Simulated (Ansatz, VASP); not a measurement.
One calculation of Sn, two programs

The input INCAR:

```
  ALGO = Fast
  EDIFF = 1E-7
  ENCUT = 520
  ISIF = 2
  ISMEAR = 0
  LASPH = True
  LCHARG = False
  LREAL = False
  LWAVE = False
  NBANDS = 13
  NELM = 100
  PREC = Accurate
  SIGMA = 0.15
```

Contents of KPOINTS:

```
k-points
0
Gamma
  20 20 20
```

Contents of POSCAR:

```
Sn
1.0
   -1.7265390000      1.7755470000      2.2214249000
    1.7265390000     -1.7755470000      2.2214249000
    1.7265390000      1.7755470000     -2.2214249000
Sn
1
Direct
    0.0000000000      0.0000000000      0.0000000000
```

Input for Ansatz:

```yaml
crystal:
  lattice:
    - [-1.726539, 1.775547, 2.2214249]
    - [1.726539, -1.775547, 2.2214249]
    - [1.726539, 1.775547, -2.2214249]
  atoms:
    - { symbol: Sn, position: [0.0, 0.0, 0.0] }
basis:
  ecutwfc: 420
kpoints:
  mp_grid: { grid: [20, 20, 20] }
hamiltonian:
  xc: lda
scf:
  occupations: { method: gaussian, width: 0.15 }
output:
  forces: true
  stress: true
  eigenvalues: true
```

Change from the starting cell: strain +0.000 along x and y, -0.050 along z, atoms carried along.

Alike in both runs: task single point; functional LDA; k mesh 20 × 20 × 20; occupations gaussian, width 0.15 eV; no spin polarisation.

|  | VASP | Ansatz |
| --- | --- | --- |
| version | VASP 6.6.1 | Ansatz 0.2.0 |
| potentials or method | VASP PAW LDA potentials, release 64 (Sn_d), cutoff 520 eV | scalar-relativistic, plane waves, PAW |
| valence electrons in the cell | 14 | 14 |

Ansatz gave:

```
gap on the k mesh at the Fermi level (eV)                     : none
pressure (GPa)                                                : -2.8
traceless stress, the component that is largest in VASP (GPa) : 0.27
```

Q: What did VASP give for the same quantities?

A: gap on the k mesh at the Fermi level (eV): none; pressure (GPa): -2.8; traceless stress, the component that is largest in VASP (GPa): 0.28.

LDA's correlation is that of Perdew and Zunger in VASP and of Perdew and Wang (1992) in Ansatz. A gap of «none» marks a metal or a gap that the smearing closes.
